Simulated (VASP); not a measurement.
# Hf5F (P4/mmm) in VASP: further runs

Hf5F is run at these levels: PBE; tasks: single point, relaxation of cell and atoms.

All numbers are computed with VASP 6.6.1; they aren't measurements. Logs are shortened: lines on timing, memory, paths and dates and some standing lists are left out, and cuts for length are marked.

## Step 1: The cell of the first run

Symmetry: P4/mmm, No. 123, tetragonal system. Conventional cell: a = 3.018 Å, b = 3.018 Å, c = 12.786 Å, α = 90.00°, β = 90.00°, γ = 90.00°. Within 3.9 Å of Hf (site symmetry 4mm) lie 12 Hf at 2.94 to 3.02 Å. Within 3.9 Å of Hf (site symmetry 4mm) lie 8 Hf at 2.94 to 3.02 Å and 4 F at 3.10 Å. Within 4.3 Å of Hf (site symmetry 4/mmm) lie 18 Hf at 3.01 to 4.27 Å. Within 4.0 Å of F (site symmetry 4/mmm) lie 4 F at 3.02 Å and 8 Hf at 3.10 Å.

The cell was generated, and may not be a known phase.

## Step 2: Single point, PBE

Input file INCAR:

```
PREC = Accurate ; ENCUT = 520
EDIFF = 1E-6 ; ISMEAR = 0
SIGMA = 0.1 ; LREAL = F
LASPH = T ; NELM = 100
ALGO = Normal ; ISIF = 2
LWAVE = F ; LCHARG = F
GGA = PE ; NBANDS = 38
```

Input file KPOINTS:

```
regular mesh
0
Gamma
  6 6 2
```

Input file POSCAR:

```
Hf5F
1.0
    3.0183223700      0.0000000000      0.0000000000
    0.0000000000      3.0183223700      0.0000000000
    0.0000000000      0.0000000000     12.7855163800
Hf F
5 1
Direct
    0.5000000000      0.5000000000      0.3344822800
    0.5000000000      0.5000000000      0.6655177200
    0.0000000000      0.0000000000      0.1759868000
    0.0000000000      0.0000000000      0.8240132000
    0.0000000000      0.0000000000      0.5000000000
    0.5000000000      0.5000000000      0.0000000000
```

Potentials or basis: VASP PAW PBE potentials, release 64 (Hf_pv, F).

Started as:

```
cat potpaw_PBE.64/Hf_pv/POTCAR potpaw_PBE.64/F/POTCAR > POTCAR
mpirun -np 1 vasp_std > vasp.out
```

OUTCAR:

```text
PREC = Accurate
   ENCUT = 520
   EDIFF = 1E-6
   ISMEAR = 0
   LREAL = F
   LASPH = T
   NELM = 100
   ISIF = 2
   GGA = PE

 ion  position               nearest neighbor table
   1  0.500  0.500  0.334-   3 2.94   3 2.94   3 2.94   3 2.94   5 3.01   5 3.01   5 3.01   5 3.01

   2  0.500  0.500  0.666-   4 2.94   4 2.94   4 2.94   4 2.94   5 3.01   5 3.01   5 3.01   5 3.01

   3  0.000  0.000  0.176-   1 2.94   1 2.94   1 2.94   1 2.94
   4  0.000  0.000  0.824-   2 2.94   2 2.94   2 2.94   2 2.94
   5  0.000  0.000  0.500-   1 3.01   2 3.01   1 3.01   2 3.01   1 3.01   2 3.01   1 3.01   2 3.01

   6  0.500  0.500  0.000-

  LATTYP: Found a simple tetragonal cell.
 ALAT       =     3.0183223700
 C/A-ratio  =     4.2359678035

  Lattice vectors:

 A1 = (   3.0183223700,   0.0000000000,   0.0000000000)
 A2 = (   0.0000000000,   3.0183223700,   0.0000000000)
 A3 = (   0.0000000000,   0.0000000000,  12.7855163800)

Analysis of symmetry for initial positions (statically):
=====================================================================
 Subroutine PRICEL returns:
 Original cell was already a primitive cell.

 Routine SETGRP: Setting up the symmetry group for a
 simple tetragonal supercell.

 Subroutine GETGRP returns: Found 16 space group operations
 (whereof 16 operations were pure point group operations)
 out of a pool of 16 trial point group operations.

The static configuration has the point symmetry D_4h.

Analysis of symmetry for dynamics (positions and initial velocities):
=====================================================================
 Subroutine PRICEL returns:
 Original cell was already a primitive cell.

 Routine SETGRP: Setting up the symmetry group for a
 simple tetragonal supercell.

 Subroutine GETGRP returns: Found 16 space group operations
 (whereof 16 operations were pure point group operations)
 out of a pool of 16 trial point group operations.

The dynamic configuration has the point symmetry D_4h.

 Subroutine INISYM returns: Found 16 space group operations
 (whereof 16 operations are pure point group operations),
 and found     1 'primitive' translations

----------------------------------------------------------------------------------------

                                     Primitive cell

  volume of cell :     116.4795

  direct lattice vectors                    reciprocal lattice vectors
     3.018322370  0.000000000  0.000000000     0.331309873  0.000000000  0.000000000
     0.000000000  3.018322370  0.000000000     0.000000000  0.331309873  0.000000000
     0.000000000  0.000000000 12.785516380     0.000000000  0.000000000  0.078213501

  length of vectors
     3.018322370  3.018322370 12.785516380     0.331309873  0.331309873  0.078213501

  position of ions in fractional coordinates (direct lattice)
     0.500000000  0.500000000  0.334482280
     0.500000000  0.500000000  0.665517720
     0.000000000  0.000000000  0.175986800
     0.000000000  0.000000000  0.824013200
     0.000000000  0.000000000  0.500000000
     0.500000000  0.500000000  0.000000000

  ion indices of the primitive-cell ions
   primitive index   ion index
                 1           1
                 2           2
                 3           3
                 4           4
                 5           5
                 6           6

----------------------------------------------------------------------------------------

 KPOINTS: regular mesh

Automatic generation of k-mesh.
 Grid dimensions read from file:
 generate k-points for:    6    6    2

 Generating k-lattice:

  Cartesian coordinates                     Fractional coordinates (reciprocal lattice)
     0.055218312  0.000000000  0.000000000     0.166666667  0.000000000  0.000000000
     0.000000000  0.055218312  0.000000000     0.000000000  0.166666667  0.000000000
     0.000000000  0.000000000  0.039106751     0.000000000  0.000000000  0.500000000

  Length of vectors
     0.055218312  0.055218312  0.039106751

  Shift w.r.t. Gamma in fractional coordinates (k-lattice)
     0.000000000  0.000000000  0.000000000

 Subroutine IBZKPT returns following result:
 ===========================================

 Found     20 irreducible k-points:

 Following reciprocal coordinates:
            Coordinates               Weight
  0.000000  0.000000  0.000000      1.000000
  0.166667  0.000000  0.000000      4.000000
  0.333333  0.000000  0.000000      4.000000
  0.500000  0.000000  0.000000      2.000000
  0.166667  0.166667  0.000000      4.000000
  0.333333  0.166667  0.000000      8.000000
[... 12 lines left out ...]
  0.500000  0.333333  0.500000      4.000000
  0.500000  0.500000  0.500000      1.000000
   k-points           NKPTS =     20   k-points in BZ     NKDIM =     20   number of bands    NBANDS=     38
   number of dos      NEDOS =    301   number of ions     NIONS =      6
   total plane-waves  NPLWV =  55296
   dimension x,y,z NGX =    24 NGY =   24 NGZ =   96
   dimension x,y,z NGXF=    48 NGYF=   48 NGZF=  192
   ions per type =               5   1
   NGX,Y,Z   is equivalent  to a cutoff of  13.22, 13.22, 12.48 a.u.
   NGXF,Y,Z  is equivalent  to a cutoff of  26.44, 26.44, 24.97 a.u.
 SYSTEM =  unknown system
   PREC   = accura    normal or accurate (medium, high low for compatibility)
   ISTART =      0    job   : 0-new  1-cont  2-samecut
   ICHARG =      2    charge: 1-file 2-atom 10-const
   ISPIN  =      1    spin polarized calculation?
   LNONCOLLINEAR =      F non collinear calculations
   LSORBIT =      F    spin-orbit coupling
   LASPH  =      T    aspherical Exc in radial PAW
   ENCUT  =  520.0 eV  38.22 Ry    6.18 a.u.   5.61  5.61 23.77*2*pi/ulx,y,z
   NELM   =    100;   NELMIN=  2; NELMDL= -5     # of ELM steps
   EDIFF  = 0.1E-05   stopping-criterion for ELM
   LREAL  =      F    real-space projection
   EDIFFG = 0.1E-04   stopping-criterion for IOM
   NSW    =      0    number of steps for IOM
   IBRION =     -1    ionic relax: 0-MD 1-quasi-New 2-CG
   NFREE  =      0    steps in history (QN), initial steepest desc. (CG)
   ISIF   =      2    stress and relaxation
   ISYM   =      2    0-nonsym 1-usesym 2-fastsym
   POTIM  = 0.5000    time-step for ionic-motion
   TEBEG  =    0.0;   TEEND  =   0.0 temperature during run
   PSTRESS=    0.0 pullay stress
   NELECT =      57.0000    total number of electrons
   NUPDOWN=      -1.0000    fix difference up-down
   EMIN   =  10.00;   EMAX   =-10.00  energy-range for DOS
   EFERMI =   0.00;   METHOD = LEGACY
   ISMEAR =     0;   SIGMA  =   0.10  broadening in eV -4-tet -1-fermi 0-gaus
   EFERMI_NEDOS =   21; number of points for ismear=-14 and -15
   IALGO  =     38    algorithm
   IMIX   =      4    mixing-type and parameters
     AMIX     =   0.40;   BMIX     =  1.00
     AMIX_MAG =   1.60;   BMIX_MAG =  1.00
  volume/ion in A,a.u.               =      19.41       131.01
  Fermi-wavevector in a.u.,A,eV,Ry     =   1.290080  2.437898 22.644260  1.664306
  Thomas-Fermi vector in A             =   2.421933
   LORBIT       =      0    0 simple, 1 ext, 2 COOP (PROOUT), +10 PAW based schemes
   GGA     = PE    functional components
   LHFCALC =     F    Hartree Fock is set to
   AEXX    =    0.0000 exact exchange contribution
   IVDW    =     0    specifies the selected vdW correction
   LEPSILON=     F    determine dielectric tensor
   LRPA    =     F    only Hartree local field effects (RPA)
 non-spin polarized calculation
 Gauss-broadening in eV      SIGMA  =   0.10
  energy-cutoff  :      520.00
  volume of cell :      116.48
 maximum number of plane-waves:      3168
 NGX is ok and might be reduce to    24
   NGX = 11   NGY = 11   NGZ = 47

 number of electron      56.9999992 magnetization

 Free energy of the ion-electron system (eV)
  ---------------------------------------------------
  ext. energy  EPLUGINS =         0.00000000
  ---------------------------------------------------
  free energy    TOTEN  =       -52.65643851 eV

  energy without entropy =      -52.62643634  energy(sigma->0) =      -52.64143743

 E-fermi :   4.8481     XC(G=0): -11.1925

 val. band max:        4.8276576952   @ k =   0.3333   0.0000   0.5000
 cond. band min:       4.8752743155   @ k =   0.1667   0.0000   0.5000
 fundamental gap:      0.0476166203
 Fermi energy:         4.8480528464

 k-point     1 :       0.0000    0.0000    0.0000
  band No.  band energies     occupation
      1     -26.2794      2.00000
      2     -26.2752      2.00000
      3     -25.6588      2.00000
      4     -25.6588      2.00000
      5     -25.6579      2.00000
      6     -25.6579      2.00000
[... 30 lines left out ...]
     37       8.0682      0.00000
     38       8.2748      0.00000

 k-point     2 :       0.1667    0.0000    0.0000
  band No.  band energies     occupation
      1     -26.2570      2.00000
      2     -26.2521      2.00000
      3     -25.8717      2.00000
      4     -25.8572      2.00000
      5     -25.6378      2.00000
      6     -25.6371      2.00000
[... 30 lines left out ...]
     37       7.4715      0.00000
     38       7.6097      0.00000

 k-point     3 :       0.3333    0.0000    0.0000
  band No.  band energies     occupation
      1     -26.2493      2.00000
      2     -26.2381      2.00000
      3     -26.2086      2.00000
      4     -26.2013      2.00000
      5     -25.5953      2.00000
      6     -25.5951      2.00000
[... 30 lines left out ...]
     37       6.9243      0.00000
     38       7.1667      0.00000

 k-point     4 :       0.5000    0.0000    0.0000
  band No.  band energies     occupation
      1     -26.3853      2.00000
      2     -26.3757      2.00000
      3     -26.2513      2.00000
      4     -26.2332      2.00000
      5     -25.6663      2.00000
      6     -25.5857      2.00000
[... 30 lines left out ...]
     37       6.6888      0.00000
     38       7.2073      0.00000
[... 539 lines left out ...]
      4     -26.1272      2.00000
      5     -26.0821      2.00000
      6     -26.0789      2.00000
[... 30 lines left out ...]
     37       7.8440      0.00000
     38       7.9353      0.00000

 k-point    19 :       0.5000    0.3333    0.5000
  band No.  band energies     occupation
      1     -26.2962      2.00000
      2     -26.2961      2.00000
      3     -26.1556      2.00000
      4     -26.1544      2.00000
      5     -26.0522      2.00000
      6     -26.0497      2.00000
[... 30 lines left out ...]
     37       8.4115      0.00000
     38       8.4333      0.00000

 k-point    20 :       0.5000    0.5000    0.5000
  band No.  band energies     occupation
      1     -26.2822      2.00000
      2     -26.2822      2.00000
      3     -26.2778      2.00000
      4     -26.2778      2.00000
      5     -26.0330      2.00000
      6     -26.0300      2.00000
[... 30 lines left out ...]
     37       9.1644      0.00000
     38       9.2992      0.00000

------------------------ aborting loop because EDIFF is reached ----------------------------------------

  FORCE on cell =-STRESS in cart. coord.  units (eV):
  Direction    XX          YY          ZZ          XY          YZ          ZX
  --------------------------------------------------------------------------------------
  -------------------------------------------------------------------------------------
  Total        8.6749819      8.6749819      6.3397921      0.0000000     -0.0000000     -0.0000000
  in kB      119.3245052    119.3245052     87.2039352      0.0000000     -0.0000000     -0.0000000
  external PRESSURE =     108.6176485 kB  Pullay stress =       0.0000000 kB

 VOLUME and BASIS-vectors are now :
 -----------------------------------------------------------------------------
  energy-cutoff  :      520.00
  volume of cell :      116.48
      direct lattice vectors                 reciprocal lattice vectors
     3.018322370  0.000000000  0.000000000     0.331309873  0.000000000  0.000000000
     0.000000000  3.018322370  0.000000000     0.000000000  0.331309873  0.000000000
     0.000000000  0.000000000 12.785516380     0.000000000  0.000000000  0.078213501

 POSITION                                       TOTAL-FORCE (eV/Angst)
 -----------------------------------------------------------------------------------
      1.50916      1.50916      4.27653        -0.000000      0.000000     -0.241336
      1.50916      1.50916      8.50899        -0.000000     -0.000000      0.241336
      0.00000      0.00000      2.25008        -0.000000      0.000000     -1.826858
      0.00000      0.00000     10.53543         0.000000      0.000000      1.826858
      0.00000      0.00000      6.39276        -0.000000      0.000000      0.000000
      1.50916      1.50916      0.00000        -0.000000      0.000000      0.000000
 -----------------------------------------------------------------------------------
    total drift:                                0.000000     -0.000000     -0.000000

  FREE ENERGIE OF THE ION-ELECTRON SYSTEM (eV)
  ---------------------------------------------------
  free  energy   TOTEN  =       -52.6564385095 eV

  energy  without entropy=      -52.6264363442  energy(sigma->0) =      -52.64143743
```

It took 88 s on 1 thread of Intel Xeon 6975P-C (Granite Rapids), shared host; peak memory 0.25 GiB.

Results:

```yaml
Free_energy: -52.6564 eV
Pressure: 10.9 GPa
Largest_force: 1.827 eV/Å
Band_gap_on_the_k_mesh: zero (an odd number of electrons rules out a gap without spin polarisation)
```

Forces on the atoms (eV/Å):
```
Hf   0.000  0.000 -0.241
Hf   0.000  0.000  0.241
Hf   0.000  0.000 -1.827
Hf   0.000  0.000  1.827
Hf   0.000  0.000  0.000
F    0.000  0.000  0.000
```

Caveat: the cell stands under pressure; spin-orbit coupling is left out, which moves the levels of the heavy elements; an odd number of electrons without spin polarisation forces a metal; a magnetic or distorted state may lie lower.

## Step 3: Single point, PBE

This run uses another cell than the first one, of 20.33 Å³/atom.

Input file INCAR:

```
SYSTEM = Hf5F
PREC = Accurate
ENCUT = 520
EDIFF = 1E-6
ISMEAR = 0
SIGMA = 0.1
LREAL = .False.
LASPH = .True.
NELM = 100
ALGO = Normal
ISIF = 2
LWAVE = .False.
LCHARG = .True.
GGA = PE
LELF = .True.
LVHAR = .True.
NBANDS = 38
```

Input file KPOINTS:

```
regular mesh
0
Gamma
  6 6 2
  0 0 0
```

Input file POSCAR:

```
Hf5F
1.0
    3.1076789625      0.0000000000      0.0000000000
    0.0000000000      3.1076789625      0.0000000000
    0.0000000000      0.0000000000     12.6324645245
Hf F
5 1
Direct
    0.5000000000      0.5000000000      0.3133010926
    0.5000000000      0.5000000000      0.6866989074
    0.0000000000      0.0000000000      0.1433373878
    0.0000000000      0.0000000000      0.8566626122
    0.0000000000      0.0000000000      0.5000000000
    0.5000000000      0.5000000000      0.0000000000
```

Potentials or basis: VASP PAW PBE potentials, release 64 (Hf_pv, F).

Started as:

```
cat potpaw_PBE.64/Hf_pv/POTCAR potpaw_PBE.64/F/POTCAR > POTCAR
mpirun -np 1 vasp_std > vasp.out
```

It took 59 s on 1 thread of Intel Xeon 6975P-C (Granite Rapids), shared host; peak memory 0.25 GiB.

Results (log left out):

```
Free energy            : -53.6080 eV
Pressure               : -0.6 GPa
Largest force          : 0.043 eV/Å
Band gap on the k mesh : zero (an odd number of electrons rules out a gap without spin polarisation)
```

Forces in eV/Å, atoms in the order of the input:
```
Hf   0.000  0.000 -0.043
Hf   0.000  0.000  0.043
Hf   0.000  0.000  0.022
Hf   0.000  0.000 -0.022
Hf   0.000  0.000  0.000
F    0.000  0.000  0.000
```

Levels at points of the mesh, in eV from the Fermi level:
| k point | band 24 | band 25 | band 26 | band 27 | band 28 | band 29 | band 30 | band 31 | band 32 | band 33 |
| --- | --- | --- | --- | --- | --- | --- | --- | --- | --- | --- |
| (0.00, 0.00, 0.00) | -2.66 | -2.09 | -1.83 | -0.96 | -0.46 | 0.11 | 0.75 | 1.11 | 1.80 | 1.80 |
| (0.50, 0.00, 0.00) | -2.19 | -0.30 | -0.23 | -0.12 | 0.00 | 0.40 | 0.45 | 0.67 | 0.68 | 1.22 |
| (0.50, 0.50, 0.00) | -1.89 | -1.76 | -1.52 | -1.22 | -1.22 | -0.08 | -0.08 | 0.81 | 1.61 | 1.61 |
| (0.00, 0.00, 0.50) | -2.75 | -2.04 | -1.91 | -0.88 | -0.62 | 0.01 | 0.80 | 1.45 | 1.54 | 1.78 |
| (0.50, 0.00, 0.50) | -2.46 | -0.52 | -0.19 | 0.01 | 0.08 | 0.20 | 0.60 | 0.61 | 0.86 | 1.14 |
| (0.50, 0.50, 0.50) | -1.86 | -1.86 | -1.30 | -1.30 | -1.11 | 0.01 | 0.01 | 1.24 | 1.54 | 1.54 |

Caveat: spin-orbit coupling is left out, which moves the levels of the heavy elements; an odd number of electrons without spin polarisation forces a metal; a magnetic or distorted state may lie lower.

(Continued in part 2 of 2.)

The gap in the log of VASP goes by the Fermi energy; the results here count the filled bands.